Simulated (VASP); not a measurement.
Wanted: the native input for a VASP 6.6.1 run.

```
Task                   : single point
Functional             : LDA
Potentials or basis    : VASP PAW LDA potentials, release 64 (F)
Cutoff                 : 520 eV
k mesh                 : 14 × 14 × 14
Occupations            : fermi-dirac, width 0.1 eV
Spin                   : no spin polarisation
Dipole correction      : no
Further INCAR settings : ALGO = Normal; EDIFF = 1e-06; NBANDS = 14
```

The structure of F lies in POSCAR:

```
F
1.0
    0.0000000000      1.7181830436      1.7181830436
    1.7181830436      0.0000000000      1.7181830436
    1.7181830436      1.7181830436      0.0000000000
F
2
Direct
   -0.1250000000     -0.1250000000     -0.1250000000
    0.1250000000      0.1250000000      0.1250000000
```

One way to write it, as run:

INCAR

```
SYSTEM = F
PREC = Accurate
ENCUT = 520
EDIFF = 1E-6
ISMEAR = -1
SIGMA = 0.1
LREAL = .FALSE.
LASPH = .TRUE.
NELM = 80
ALGO = Normal
ISIF = 2
LWAVE = .FALSE.
LCHARG = .TRUE.
GGA = CA
LELF = .TRUE.
LVHAR = .TRUE.
NBANDS = 14
```

KPOINTS

```
regular mesh
0
G
  14 14 14
  0 0 0
```

Potentials or basis: VASP PAW LDA potentials, release 64 (F).

Run with:

```sh
$ cat potpaw_LDA.64/F/POTCAR > POTCAR
$ mpirun -np 1 vasp_std > vasp.out
```

Results of the run:

The pressure is 467.3 GPa. The band gap on the k mesh is zero (bands 7 and 8 overlap by 5.30 eV).

Caveat: the cell stands under pressure.

Run time: 23 s on 1 thread of Intel Xeon 8259CL, with other jobs on the host, peak memory 0.11 GiB.
